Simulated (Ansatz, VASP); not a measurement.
Two plane-wave programs on SrB

```
Sr B
1.0
     4.47049    0.00000    0.00000
     2.23524   -5.24334    0.00000
     0.00000    0.00000   -3.73929
Sr B
2 2
Direct
  0.35810 0.28381 0.75000
  0.64190 0.71619 0.25000
  0.02608 0.94785 0.75000
  0.97392 0.05215 0.25000
```

Alike in both runs: functional PBE; k mesh 6 × 6 × 6; no spin polarisation.

Ansatz relaxed the structure, and its values are those at the end. VASP's run is a single point on that final structure, the one shown.

|  | VASP | Ansatz |
| --- | --- | --- |
| version | VASP 6.6.1 | Ansatz 0.2.0 |
| potentials or method | VASP PAW PBE potentials, release 64 (Sr_sv, B), cutoff 520 eV | PAW plane waves |
| occupations | methfessel-paxton of order 1, width 0.0103 eV | cold, width 0.0103 eV |
| valence electrons in the cell | 26 | 26 |

```tsv
	VASP	Ansatz	Ansatz less VASP
pressure (GPa)	-3.9	-4.0	-0.11
rms of the force components (eV/Å)	0.006	0.001	-0.0057
```

Ansatz's warnings: stress scf threshold loose.
